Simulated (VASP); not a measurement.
**Ba: single point with PBE**

Crystal: Ba.

```
Ba
1.0
     0.00000    3.85728    3.85728
     3.85728    0.00000    3.85728
     3.85728    3.85728    0.00000
Ba
2
Direct
  0.12500 0.12500 0.12500
  0.87500 0.87500 0.87500
```

This isn't the form of Ba at room conditions, which is bcc.

```
Program             : VASP 6.6.1
Task                : single point
Functional          : PBE
Potentials or basis : VASP PAW PBE potentials, release 64 (Ba_sv)
Cutoff              : 520 eV
k mesh              : 6 × 6 × 6
Occupations         : fermi-dirac, width 0.1 eV
Spin                : no spin polarisation
```

The pressure is 0.4 GPa and the band gap on the k mesh is zero (bands 10 and 11 overlap by 0.15 eV).

Levels at points of the mesh, in eV from the Fermi level:
| k point | band 7 | band 8 | band 9 | band 10 | band 11 | band 12 | band 13 | band 14 |
| --- | --- | --- | --- | --- | --- | --- | --- | --- |
| (0.00, 0.00, 0.00) | -13.81 | -13.81 | -2.12 | 0.16 | 0.16 | 1.25 | 1.25 | 1.25 |
| (0.50, 0.00, 0.00) | -13.64 | -13.64 | -0.27 | -0.20 | 0.24 | 0.24 | 0.99 | 0.99 |
| (0.50, 0.50, 0.00) | -13.45 | -13.45 | -0.70 | -0.70 | 1.03 | 1.03 | 1.60 | 1.60 |

Run time: 69 s on 1 thread of Intel Xeon 8259CL, with other jobs on the host, peak memory 0.22 GiB.

Caveat: spin-orbit coupling is left out, which moves the levels of the heavy elements.
